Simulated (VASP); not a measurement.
Here is a VASP 6.6.1 calculation.

File INCAR:

```
PREC = Accurate ; ENCUT = 520
EDIFF = 1E-6 ; ISMEAR = 0
SIGMA = 0.05 ; LREAL = False
LASPH = True ; NELM = 100
ALGO = Normal ; ISIF = 2
LWAVE = False ; LCHARG = True
GGA = PS ; IVDW = 12
LELF = True ; LVHAR = True
NBANDS = 11
```

Contents of KPOINTS:

```
regular mesh
0
Gamma
  8 8 8
```

File POSCAR:

```
BP
1.0
    0.0000000000      2.2690012231      2.2690012231
    2.2690012231      0.0000000000      2.2690012231
    2.2690012231      2.2690012231      0.0000000000
B P
1 1
Direct
    0.0000000000      0.0000000000      0.0000000000
    0.7500000000      0.7500000000      0.7500000000
```

Potentials or basis: VASP PAW PBE potentials, release 64 (B, P).

The run is started by

```console
$ cat potpaw_PBE.64/B/POTCAR potpaw_PBE.64/P/POTCAR > POTCAR
$ mpirun -np 1 vasp_std > vasp.out
```

(1) Predict the pressure.

(2) Predict the band gap on the k mesh.

## Answers

(1) -5.3 GPa.

(2) 1.16 eV, indirect (least direct gap 3.36 eV).

Caveat: the PAW data sets were made with another functional, which shifts forces and pressure a little.
